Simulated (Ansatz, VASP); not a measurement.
## La4H in VASP and in Ansatz

INCAR

```
PREC = Accurate
ENCUT = 600
EDIFF = 1E-6
ISMEAR = 0
SIGMA = 0.1
LREAL = False
LASPH = True
NELM = 60
ALGO = Normal
ISIF = 3
LWAVE = False
LCHARG = False
GGA = PE
IBRION = 2
NSW = 90
EDIFFG = -0.04
```

The input KPOINTS:

```
Automatic mesh
0
Gamma
  4 4 4
```

Contents of POSCAR:

```
La4H
1.0
   -3.1327682300      3.1327682300      3.1327682300
    3.1327682300     -3.1327682300      3.1327682300
    3.1327682300      3.1327682300     -3.1327682300
La H
4 1
Direct
    0.5000000000      0.5000000000      0.5000000000
    0.0000000000      0.0000000000      0.5000000000
    0.0000000000      0.5000000000      0.0000000000
    0.5000000000      0.0000000000      0.0000000000
    0.0000000000      0.0000000000      0.0000000000
```

Input for Ansatz:

```yaml
crystal:
  lattice:
    - [-3.13276823, 3.13276823, 3.13276823]
    - [3.13276823, -3.13276823, 3.13276823]
    - [3.13276823, 3.13276823, -3.13276823]
  atoms:
    - { symbol: La, position: [0.5, 0.5, 0.5] }
    - { symbol: La, position: [0.0, 0.0, 0.5] }
    - { symbol: La, position: [0.0, 0.5, 0.0] }
    - { symbol: La, position: [0.5, 0.0, 0.0] }
    - { symbol: H, position: [0.0, 0.0, 0.0] }
basis:
  ecutwfc: 420
kpoints:
  mp_grid: { grid: [4, 4, 4] }
hamiltonian:
  xc: pbe
scf:
  occupations: { method: gaussian, width: 0.1 }
  lower_state_search: "off"
output:
  forces: true
  stress: true
  eigenvalues: true
relax:
  adjacent_minimum: "off"
  f_tol: 0.04
  max_steps: 70
  cell: { stress_tol: 0.4 }
```

Alike in both runs: task relaxation of cell and atoms; functional PBE; k mesh 4 × 4 × 4; occupations gaussian, width 0.1 eV; no spin polarisation.

|  | VASP | Ansatz |
| --- | --- | --- |
| version | VASP 6.6.1 | Ansatz 0.2.0 |
| potentials or method | VASP PAW PBE potentials, release 64 (La, H), cutoff 600 eV | scalar-relativistic, plane waves, PAW |
| valence electrons in the cell | 45 | 45 |

|  | VASP | Ansatz | Ansatz less VASP |
| --- | --- | --- | --- |
| gap on the k mesh at the Fermi level, each at its own relaxed structure (eV) | none | none | - |
| relaxed volume (Å³/atom) | 28.20 | 28.32 | +0.119 |
| relaxed cell length with the largest relative difference (Å) | 5.679 | 5.687 | +0.0080 |

A gap of «none» marks a metal or a gap that the smearing closes.

Neither program's run includes spin-orbit coupling.
